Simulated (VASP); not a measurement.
# SiC (F-43m) in VASP: notebook

SiC is run at these levels: PBE; tasks: relaxation of cell and atoms.

Program: VASP 6.6.1. These are calculated values, not measurements. Logs are shortened: lines on timing, memory, paths and dates and some standing lists are left out, and cuts for length are marked.

## (1) The cell of the first run

Symmetry: F-43m, No. 216, cubic system. The conventional cell has a = 4.215 Å, b = 4.215 Å, c = 4.215 Å, α = 90.00°, β = 90.00°, γ = 90.00°. Within 2.4 Å of Si (site symmetry -43m) lie 4 C at 1.83 Å. Within 2.4 Å of C (site symmetry -43m) lie 4 Si at 1.83 Å.

## (2) Relaxation of cell and atoms, PBE, target pressure 30 GPa, at which the enthalpy is minimised

Contents of INCAR:

```
SYSTEM = SiC
PREC = Accurate
ENCUT = 600
EDIFF = 1E-6
ISMEAR = 0
SIGMA = 0.02
LREAL = .FALSE.
LASPH = .TRUE.
NELM = 80
ALGO = Normal
ISIF = 3
LWAVE = .FALSE.
LCHARG = .FALSE.
GGA = PE
IBRION = 2
NSW = 70
EDIFFG = -0.008
PSTRESS = 300.0
```

Contents of KPOINTS:

```
regular mesh
0
G
  10 10 10
  0 0 0
```

Contents of POSCAR:

```
SiC
1.0
    0.0000000000      2.1076454348      2.1076454348
    2.1076454348      0.0000000000      2.1076454348
    2.1076454348      2.1076454348      0.0000000000
Si C
1 1
Direct
    0.2500000000      0.2500000000      0.2500000000
    0.0000000000      0.0000000000      0.0000000000
```

Potentials or basis: VASP PAW PBE potentials, release 64 (Si, C).

Launch:

```
$ cat potpaw_PBE.64/Si/POTCAR potpaw_PBE.64/C/POTCAR > POTCAR
$ mpirun -np 1 vasp_std > vasp.out
```

OUTCAR:

```text
SYSTEM = SiC
   PREC = Accurate
   ENCUT = 600
   EDIFF = 1E-6
   ISMEAR = 0
   LREAL = .FALSE.
   LASPH = .TRUE.
   NELM = 80
   ISIF = 3
   GGA = PE
   IBRION = 2
   NSW = 70
   EDIFFG = -0.008
   PSTRESS = 300.0

 ion  position               nearest neighbor table
   1  0.250  0.250  0.250-   2 1.83   2 1.83   2 1.83   2 1.83
   2  0.000  0.000  0.000-   1 1.83   1 1.83   1 1.83   1 1.83

  LATTYP: Found a face centered cubic cell.
 ALAT       =     4.2152908696

  Lattice vectors:

 A1 = (   0.0000000000,   2.1076454348,   2.1076454348)
 A2 = (   2.1076454348,   0.0000000000,   2.1076454348)
 A3 = (   2.1076454348,   2.1076454348,   0.0000000000)

Analysis of symmetry for initial positions (statically):
=====================================================================
 Subroutine PRICEL returns:
 Original cell was already a primitive cell.

 Routine SETGRP: Setting up the symmetry group for a
 face centered cubic supercell.

 Subroutine GETGRP returns: Found 24 space group operations
 (whereof 24 operations were pure point group operations)
 out of a pool of 48 trial point group operations.

The static configuration has the point symmetry T_d .

Analysis of symmetry for dynamics (positions and initial velocities):
=====================================================================
 Subroutine PRICEL returns:
 Original cell was already a primitive cell.

 Routine SETGRP: Setting up the symmetry group for a
 face centered cubic supercell.

 Subroutine GETGRP returns: Found 24 space group operations
 (whereof 24 operations were pure point group operations)
 out of a pool of 48 trial point group operations.

The dynamic configuration has the point symmetry T_d .

 Subroutine INISYM returns: Found 24 space group operations
 (whereof 24 operations are pure point group operations),
 and found     1 'primitive' translations

----------------------------------------------------------------------------------------

                                     Primitive cell

  volume of cell :      18.7250

  direct lattice vectors                    reciprocal lattice vectors
     0.000000000  2.107645435  2.107645435    -0.237231553  0.237231553  0.237231553
     2.107645435  0.000000000  2.107645435     0.237231553 -0.237231553  0.237231553
     2.107645435  2.107645435  0.000000000     0.237231553  0.237231553 -0.237231553

  length of vectors
     2.980660759  2.980660759  2.980660759     0.410897103  0.410897103  0.410897103

  position of ions in fractional coordinates (direct lattice)
     0.250000000  0.250000000  0.250000000
     0.000000000  0.000000000  0.000000000

  ion indices of the primitive-cell ions
   primitive index   ion index
                 1           1
                 2           2

----------------------------------------------------------------------------------------

 KPOINTS: regular mesh

Automatic generation of k-mesh.
 Grid dimensions read from file:
 generate k-points for:   10   10   10

 Generating k-lattice:

  Cartesian coordinates                     Fractional coordinates (reciprocal lattice)
    -0.023723155  0.023723155  0.023723155     0.100000000  0.000000000  0.000000000
     0.023723155 -0.023723155  0.023723155     0.000000000  0.100000000  0.000000000
     0.023723155  0.023723155 -0.023723155     0.000000000  0.000000000  0.100000000

  Length of vectors
     0.041089710  0.041089710  0.041089710

  Shift w.r.t. Gamma in fractional coordinates (k-lattice)
     0.000000000  0.000000000  0.000000000

 Subroutine IBZKPT returns following result:
 ===========================================

 Found     47 irreducible k-points:

 Following reciprocal coordinates:
            Coordinates               Weight
  0.000000  0.000000  0.000000      1.000000
  0.100000  0.000000  0.000000      8.000000
  0.200000  0.000000  0.000000      8.000000
  0.300000  0.000000  0.000000      8.000000
  0.400000  0.000000  0.000000      8.000000
  0.500000  0.000000  0.000000      4.000000
[... 16 lines left out ...]
[... 39 lines left out ...]
 -----------------------------------------------------------------------------
  energy-cutoff  :      600.00
  volume of cell :       18.73
      direct lattice vectors                 reciprocal lattice vectors
     0.000000000  2.107645435  2.107645435    -0.237231553  0.237231553  0.237231553
     2.107645435  0.000000000  2.107645435     0.237231553 -0.237231553  0.237231553
     2.107645435  2.107645435  0.000000000     0.237231553  0.237231553 -0.237231553
[... 46 lines left out ...]
  FREE ENERGIE OF THE ION-ELECTRON SYSTEM (eV)
  ---------------------------------------------------
  free  energy   TOTEN  =       -14.8720399595 eV

  energy  without entropy=      -14.8720399595  energy(sigma->0) =      -14.87203996

  enthalpy is  TOTEN    =       -11.3592598217 eV   P V=        3.5127801378

--------------------------------------- Ionic step        3  -------------------------------------------

 number of electron       7.9999999 magnetization

 Free energy of the ion-electron system (eV)
  ---------------------------------------------------
  ext. energy  EPLUGINS =         0.00000000
  ---------------------------------------------------
  free energy    TOTEN  =       -14.86786685 eV

  energy without entropy =      -14.86786685  energy(sigma->0) =      -14.86786685

 E-fermi :   9.3578     XC(G=0): -11.7946

 val. band max:        9.2581528628   @ k =   0.0000   0.0000   0.0000
 cond. band min:      10.5164081532   @ k =   0.5000   0.5000   0.0000
 fundamental gap:      1.2582552904
 Fermi energy:         9.3577772384

 k-point     1 :       0.0000    0.0000    0.0000
  band No.  band energies     occupation
      1      -6.9445      2.00000
      2       9.2582      2.00000
      3       9.2582      2.00000
      4       9.2582      2.00000
      5      16.6667      0.00000
      6      17.2927      0.00000
      7      17.2927      0.00000
      8      17.2927      0.00000

 k-point     2 :       0.1000    0.0000    0.0000
  band No.  band energies     occupation
      1      -6.7333      2.00000
      2       8.2336      2.00000
      3       9.1227      2.00000
      4       9.1227      2.00000
      5      16.7409      0.00000
      6      17.5503      0.00000
      7      17.5503      0.00000
      8      17.7441      0.00000
[... 221 lines left out ...]
 k-point    23 :       0.3000    0.3000    0.0000
  band No.  band energies     occupation
      1      -4.4830      2.00000
      2       4.8681      2.00000
      3       6.7576      2.00000
      4       6.7576      2.00000
      5      12.5831      0.00000
      6      15.2596      0.00000
      7      21.8036      0.00000
      8      21.8036      0.00000

 k-point    24 :       0.4000    0.3000    0.0000
  band No.  band energies     occupation
      1      -3.5339      2.00000
      2       3.5601      2.00000
      3       5.9111      2.00000
      4       6.4808      2.00000
      5      12.1976      0.00000
      6      15.3078      0.00000
      7      21.9918      0.00000
      8      22.1582      0.00000

 [... further k-points ...]
[... 5 lines left out ...]
  --------------------------------------------------------------------------------------
  -------------------------------------------------------------------------------------
  Total        3.5067675      3.5067675      3.5067675     -0.0000000     -0.0000000     -0.0000000
  in kB      299.8451638    299.8451638    299.8451638     -0.0000000     -0.0000000     -0.0000000
  external PRESSURE =      -0.1548362 kB  Pullay stress =     300.0000000 kB

 VOLUME and BASIS-vectors are now :
 -----------------------------------------------------------------------------
  energy-cutoff  :      600.00
  volume of cell :       18.74
      direct lattice vectors                 reciprocal lattice vectors
     0.000000000  2.108127320  2.108127320    -0.237177326  0.237177326  0.237177326
     2.108127320 -0.000000000  2.108127320     0.237177326 -0.237177326  0.237177326
     2.108127320  2.108127320  0.000000000     0.237177326  0.237177326 -0.237177326

 POSITION                                       TOTAL-FORCE (eV/Angst)
 -----------------------------------------------------------------------------------
      1.05406      1.05406      1.05406        -0.000000     -0.000000     -0.000000
      0.00000      0.00000      0.00000         0.000000      0.000000      0.000000
 -----------------------------------------------------------------------------------
    total drift:                               -0.000000     -0.000000     -0.000000

  FREE ENERGIE OF THE ION-ELECTRON SYSTEM (eV)
  ---------------------------------------------------
  free  energy   TOTEN  =       -14.8678668490 eV

  energy  without entropy=      -14.8678668490  energy(sigma->0) =      -14.86786685

  enthalpy is  TOTEN    =       -11.3592885115 eV   P V=        3.5085783375

 reached required accuracy - stopping structural energy minimisation
```

Wall time 15 s (1 thread of AMD EPYC 7R43 (Zen 3), shared host); peak memory 0.1 GiB.

Results:

- Free energy: -14.8679 eV
- Relaxed volume: 9.37 Å³/atom
- Relaxed cell: a = 2.981 Å, b = 2.981 Å, c = 2.981 Å, α = 60.00°, β = 60.00°, γ = 60.00°
- Space group after relaxing (to 0.05 Å): F-43m (No. 216)
- Energy change on relaxing (the enthalpy is what falls): -1.2 meV/atom
- Ionic steps: 3
- Pressure after relaxing: 30.0 GPa
- Band gap on the k mesh: 1.26 eV, indirect (least direct gap 4.63 eV)

Step by step:
| step | energy change (eV) | largest force (eV/Å) | pressure (GPa) | volume (Å³) |
| --- | --- | --- | --- | --- |
| 1 | 0.0000 | 0.0000 | 30.22 | 18.73 |
| 2 | -0.0066 | 0.0000 | 29.61 | 18.76 |
| 3 | -0.0024 | 0.0000 | 29.98 | 18.74 |

Final structure:
```yaml
crystal:
  lattice:
    - [0.00000, 2.10813, 2.10813]
    - [2.10813, 0.00000, 2.10813]
    - [2.10813, 2.10813, 0.00000]
  atoms:
    - { symbol: Si, position: [0.25000, 0.25000, 0.25000] }
    - { symbol: C, position: [0.00000, 0.00000, 0.00000] }
```

Caveat: the cell is relaxed towards a set pressure, so the enthalpy falls and the energy may rise. A k mesh can miss the band edges.

## (3) Relaxation of cell and atoms, PBE, target pressure 15 GPa, at which the enthalpy is minimised

This run uses another cell than the first one, of 9.86 Å³/atom, 1.053 times its volume.

Contents of INCAR:

```
ALGO = Normal ; EDIFF = 1E-6
EDIFFG = -0.008 ; ENCUT = 600
GGA = PE ; IBRION = 2
ISIF = 3 ; ISMEAR = 0
LASPH = T ; LCHARG = F
LREAL = F ; LWAVE = F
NELM = 80 ; NSW = 70
PREC = Accurate ; PSTRESS = 150.0
SIGMA = 0.02
```

Contents of KPOINTS:

```
k-points
0
Gamma
  10 10 10
```

Contents of POSCAR:

```
SiC
1.0
    0.0000000000      2.1440958323      2.1440958323
    2.1440958323      0.0000000000      2.1440958323
    2.1440958323      2.1440958323      0.0000000000
Si C
1 1
Direct
    0.2500000000      0.2500000000      0.2500000000
    0.0000000000      0.0000000000      0.0000000000
```

Potentials or basis: VASP PAW PBE potentials, release 64 (Si, C).

Launch:

```
$ cat potpaw_PBE.64/Si/POTCAR potpaw_PBE.64/C/POTCAR > POTCAR
$ mpirun -np 1 vasp_std > vasp.out
```

It took 3.1 s on 1 thread of Intel Xeon 6975P-C (Granite Rapids), shared host; peak memory 0.13 GiB.

The run converged. Its results:

| Quantity | Value |
| --- | --- |
| Free energy | -15.0043 eV |
| Pressure after relaxing | 15.0 GPa |
| Band gap on the k mesh | 1.31 eV, indirect (least direct gap 4.59 eV) |

Final structure:
```yaml
crystal:
  lattice:
    - [0.00000, 2.14410, 2.14410]
    - [2.14410, 0.00000, 2.14410]
    - [2.14410, 2.14410, 0.00000]
  atoms:
    - { symbol: Si, position: [0.25000, 0.25000, 0.25000] }
    - { symbol: C, position: [0.00000, 0.00000, 0.00000] }
```

Levels at points of the mesh, in eV from the valence-band top:
| k point | band 1 | band 2 | band 3 | band 4 | band 5 | band 6 | band 7 | band 8 |
| --- | --- | --- | --- | --- | --- | --- | --- | --- |
| (0.00, 0.00, 0.00) | -15.79 | 0.00 | 0.00 | 0.00 | 6.80 | 7.65 | 7.65 | 7.65 |
| (0.50, 0.00, 0.00) | -12.04 | -8.80 | -1.06 | -1.06 | 5.88 | 7.43 | 7.43 | 10.32 |
| (0.50, 0.50, 0.00) | -10.54 | -7.95 | -3.28 | -3.28 | 1.31 | 4.50 | 14.61 | 14.61 |

Caveat: the relaxation stopped at its first step, so nothing moved; the cell is relaxed towards a set pressure, so the enthalpy falls and the energy may rise. A k mesh can miss the band edges.

## (4) Relaxation of cell and atoms, PBE, target pressure 8 GPa, at which the enthalpy is minimised

This run uses another cell than the first one, of 10.13 Å³/atom, 1.082 times its volume.

Contents of INCAR:

```
ALGO     = Normal         # electronic algorithm
EDIFF    = 1E-7           # SCF threshold, eV
EDIFFG   = -0.008         # ionic threshold
ENCUT    = 600            # plane-wave cutoff, eV
GGA      = PE             # functional
IBRION   = 2              # ionic algorithm
ISIF     = 3              # what is computed and relaxed
ISMEAR   = 0              # smearing method
LASPH    = T              # aspherical terms in the spheres
LCHARG   = F              # write CHGCAR
LREAL    = F              # projectors in reciprocal space
LWAVE    = F              # write WAVECAR
NELM     = 100            # most SCF steps
NSW      = 70             # ionic steps
PREC     = Accurate       # precision mode
PSTRESS  = 80.0         
SIGMA    = 0.02           # smearing width, eV
```

KPOINTS is that of step 3.

Contents of POSCAR:

```
SiC
1.0
    0.0000000000      2.1640224842      2.1640224842
    2.1640224842      0.0000000000      2.1640224842
    2.1640224842      2.1640224842      0.0000000000
Si C
1 1
Direct
    0.2500000000      0.2500000000      0.2500000000
    0.0000000000      0.0000000000      0.0000000000
```

Launch:

```
$ cat potpaw_PBE.64/Si/POTCAR potpaw_PBE.64/C/POTCAR > POTCAR
$ mpirun -np 1 vasp_std > vasp.out
```

Run time: 3.1 s. Hardware: 1 thread of Intel Xeon 6975P-C (Granite Rapids), shared host; peak memory 0.13 GiB.

The run converged. Its results:

```
Free energy             : -15.0443 eV
Pressure after relaxing : 7.9 GPa
Band gap on the k mesh  : 1.34 eV, indirect (least direct gap 4.56 eV)
```

Final structure:
```cif
data_structure
_symmetry_space_group_name_H-M 'P 1'
_symmetry_Int_Tables_number 1
_cell_length_a 3.0604
_cell_length_b 3.0604
_cell_length_c 3.0604
_cell_angle_alpha 60.000
_cell_angle_beta 60.000
_cell_angle_gamma 60.000
_cell_volume 20.27
loop_
_atom_site_label
_atom_site_type_symbol
_atom_site_fract_x
_atom_site_fract_y
_atom_site_fract_z
_atom_site_occupancy
Si1 Si 0.25000 0.25000 0.25000 1
C1 C 0.00000 0.00000 0.00000 1
```

Levels at points of the mesh, in eV from the valence-band top:
| k point | band 1 | band 2 | band 3 | band 4 | band 5 | band 6 | band 7 | band 8 |
| --- | --- | --- | --- | --- | --- | --- | --- | --- |
| (0.00, 0.00, 0.00) | -15.57 | 0.00 | 0.00 | 0.00 | 6.48 | 7.45 | 7.45 | 7.45 |
| (0.50, 0.00, 0.00) | -11.92 | -8.65 | -1.06 | -1.06 | 5.62 | 7.31 | 7.31 | 10.17 |
| (0.50, 0.50, 0.00) | -10.45 | -7.86 | -3.22 | -3.22 | 1.34 | 4.40 | 14.28 | 14.28 |

Caveat: the relaxation stopped at its first step, so nothing moved; the cell is relaxed towards a set pressure, so the enthalpy falls and the energy may rise. A k mesh can miss the band edges.

## (5) Relaxation of cell and atoms, PBE, target pressure 3 GPa, at which the enthalpy is minimised

This run uses another cell than the first one, of 10.21 Å³/atom, 1.090 times its volume.

Contents of INCAR:

```
  ALGO = Normal
  EDIFF = 1E-7
  EDIFFG = -0.008
  ENCUT = 600
  GGA = PE
  IBRION = 2
  ISIF = 3
  ISMEAR = 0
  LASPH = T
  LCHARG = F
  LREAL = F
  LWAVE = F
  NELM = 100
  NSW = 70
  PREC = Accurate
  PSTRESS = 30.0
  SIGMA = 0.02
```

KPOINTS is that of step 4.

Contents of POSCAR:

```
SiC
1.0
    0.0000000000      2.1693240435      2.1693240435
    2.1693240435      0.0000000000      2.1693240435
    2.1693240435      2.1693240435      0.0000000000
Si C
1 1
Direct
    0.2500000000      0.2500000000      0.2500000000
    0.0000000000      0.0000000000      0.0000000000
```

Launch:

```
$ cat potpaw_PBE.64/Si/POTCAR potpaw_PBE.64/C/POTCAR > POTCAR
$ mpirun -np 1 vasp_std > vasp.out
```

Wall time 12 s (1 thread of Intel Xeon 6975P-C (Granite Rapids), shared host); peak memory 0.15 GiB.

It converged, with:

```
Free energy                                            : -15.0590 eV
Relaxed volume                                         : 10.35 Å³/atom
Relaxed cell                                           : a = 3.082 Å, b = 3.082 Å, c = 3.082 Å, α = 60.00°, β = 60.00°, γ = 60.00°
Space group after relaxing (to 0.05 Å)                 : F-43m (No. 216)
Energy change on relaxing (the enthalpy is what falls) : -4.0 meV/atom
Ionic steps                                            : 3
Pressure after relaxing                                : 3.0 GPa
Band gap on the k mesh                                 : 1.36 eV, indirect (least direct gap 4.54 eV)
```

Step by step:
| step | energy change (eV) | largest force (eV/Å) | pressure (GPa) | volume (Å³) |
| --- | --- | --- | --- | --- |
| 1 | 0.0000 | 0.0000 | 6.15 | 20.42 |
| 2 | -0.0106 | 0.0000 | -0.30 | 21.02 |
| 3 | -0.0080 | 0.0000 | 3.00 | 20.70 |

Final structure:
```yaml
crystal:
  lattice:
    - [0.00000, 2.17926, 2.17926]
    - [2.17926, 0.00000, 2.17926]
    - [2.17926, 2.17926, 0.00000]
  atoms:
    - { symbol: Si, position: [0.25000, 0.25000, 0.25000] }
    - { symbol: C, position: [0.00000, 0.00000, 0.00000] }
```

Levels at points of the mesh, in eV from the valence-band top:
| k point | band 1 | band 2 | band 3 | band 4 | band 5 | band 6 | band 7 | band 8 |
| --- | --- | --- | --- | --- | --- | --- | --- | --- |
| (0.00, 0.00, 0.00) | -15.40 | 0.00 | 0.00 | 0.00 | 6.23 | 7.31 | 7.31 | 7.31 |
| (0.50, 0.00, 0.00) | -11.84 | -8.53 | -1.05 | -1.05 | 5.43 | 7.23 | 7.23 | 10.05 |
| (0.50, 0.50, 0.00) | -10.38 | -7.79 | -3.18 | -3.18 | 1.36 | 4.32 | 14.03 | 14.03 |

Caveat: the cell is relaxed towards a set pressure, so the enthalpy falls and the energy may rise. A k mesh can miss the band edges.

## (6) Summary

```tsv
cell	gap on the mesh (eV)	pressure (GPa)
relaxed to 30 GPa from a = 2.981 Å, angles 60.0°, 2 atoms	1.26	30.0
relaxed to 15 GPa from a = 3.032 Å, angles 60.0°, 2 atoms	1.31	15.0
relaxed to 8 GPa from a = 3.060 Å, angles 60.0°, 2 atoms	1.34	7.9
relaxed to 3 GPa from a = 3.068 Å, angles 60.0°, 2 atoms	1.36	3.0
```

Alike in all rows: task relaxation of cell and atoms; level PBE; potentials or basis VASP PAW PBE potentials, release 64 (Si, C); no spin polarisation; k mesh 10 × 10 × 10; cutoff (eV) 600; smearing gaussian 0.02 eV.

Caveats: the cell is relaxed towards a set pressure, so the enthalpy falls and the energy may rise; the relaxation stopped at its first step, so nothing moved (some runs).

Total energies depend on the potentials used, so only differences within one code and one set of settings carry meaning.
